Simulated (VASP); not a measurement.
A run of VASP 6.6.1 is set up as follows.

INCAR

```
PREC = Accurate
ENCUT = 500
EDIFF = 1E-6
ISMEAR = 0
SIGMA = 0.2
LREAL = F
LASPH = T
NELM = 200
ALGO = Normal
ISIF = 2
LWAVE = F
LCHARG = T
GGA = PE
LELF = T
LVHAR = T
NBANDS = 59
GGA_COMPAT = F
LMAXMIX = 6
```

Contents of KPOINTS:

```
Automatic mesh
0
Gamma
  3 3 3
```

The input POSCAR:

```
Ho4Ti
1.0
    0.0000000000      5.2419528816      5.2419528816
    5.2419528816      0.0000000000      5.2419528816
    5.2419528816      5.2419528816      0.0000000000
Ho Ti
8 2
Direct
    0.3578171297      0.3578171297      0.3578171297
    0.3578171297      0.3578171297      0.9265486109
    0.3578171297      0.9265486109      0.3578171297
    0.9265486109      0.3578171297      0.3578171297
    0.8921828703      0.8921828703      0.8921828703
    0.8921828703      0.8921828703      0.3234513891
    0.8921828703      0.3234513891      0.8921828703
    0.3234513891      0.8921828703      0.8921828703
    0.7500000000      0.7500000000      0.7500000000
    0.5000000000      0.5000000000      0.5000000000
```

Potentials or basis: VASP PAW PBE potentials, release 64 (Ho_3, Ti_sv), 4f in core.

Command:

```sh
$ cat potpaw_PBE.64/Ho_3/POTCAR potpaw_PBE.64/Ti_sv/POTCAR > POTCAR
$ mpirun -np 1 vasp_std > vasp.out
```

Problem. What does it give for the band gap on the k mesh?

Solution. Zero (bands 48 and 49 overlap by 0.19 eV).

Problem. What does it give for the pressure?

Solution. 0.8 GPa.

Forces on the atoms (eV/Å):
```
Ho  -0.008 -0.008 -0.008
Ho   0.008  0.008 -0.008
Ho   0.008 -0.008  0.008
Ho  -0.008  0.008  0.008
Ho   0.008  0.008  0.008
Ho  -0.008 -0.008  0.008
Ho  -0.008  0.008 -0.008
Ho   0.008 -0.008 -0.008
Ti   0.000  0.000  0.000
Ti   0.000  0.000  0.000
```

Caveat: spin-orbit coupling is left out, which moves the levels of the heavy elements; the 4f electrons are frozen in the core, so they carry no moment and show no levels. Spin polarisation is off, so any magnetic state and its effect on volume and gap are missing.
